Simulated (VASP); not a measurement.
Set up this calculation in VASP 6.6.1, as the native input.

| Quantity | Value |
| --- | --- |
| Task | relaxation of cell and atoms |
| Functional | PBE |
| Potentials or basis | VASP PAW PBE potentials, release 64 (Ge_d) |
| Cutoff | 600 eV |
| k mesh | 8 × 8 × 8 |
| Occupations | fermi-dirac, width 0.02 eV |
| Spin | no spin polarisation |
| Dipole correction | no |
| Further INCAR settings | ALGO = Normal; EDIFF = 1e-06; IBRION = 2; EDIFFG = -0.005; NSW = 80; ISIF = 3 |

The structure of Ge lies in POSCAR:

```
Ge
1.0
    0.0000000000      2.8289100000      2.8289100000
    2.8289100000      0.0000000000      2.8289100000
    2.8289100000      2.8289100000      0.0000000000
Ge
2
Direct
    0.0000000000      0.0000000000      0.0000000000
    0.2500000000      0.2500000000      0.2500000000
```

One way to write it, as run:

INCAR

```
  PREC = Accurate
  ENCUT = 600
  EDIFF = 1E-6
  ISMEAR = -1
  SIGMA = 0.02
  LREAL = F
  LASPH = T
  NELM = 80
  ALGO = Normal
  ISIF = 3
  LWAVE = F
  LCHARG = F
  GGA = PE
  IBRION = 2
  NSW = 80
  EDIFFG = -0.005
```

KPOINTS

```
Automatic mesh
0
Gamma
  8 8 8
```

Potentials or basis: VASP PAW PBE potentials, release 64 (Ge_d).

The run is started by

```console
$ cat potpaw_PBE.64/Ge_d/POTCAR > POTCAR
$ mpirun -np 1 vasp_std > vasp.out
```

Results of the run:

- Relaxed volume: 23.85 Å³/atom
- Relaxed cell: a = 4.071 Å, b = 4.071 Å, c = 4.071 Å, α = 60.00°, β = 60.00°, γ = 60.00°
- Space group after relaxing (to 0.1 Å): Fd-3m (No. 227)
- Energy gained by relaxing: 13.5 meV/atom
- Ionic steps: 5
- Pressure after relaxing: 0.0 GPa
- Band gap on the k mesh: zero (filled and empty bands touch)

Caveat: semilocal functionals underestimate gaps, and a narrow one can read as zero.

It took 37 s on 1 thread of Intel(R) Xeon(R) 6975P-C (Granite Rapids) (shared host), peak memory 0.19 GiB.
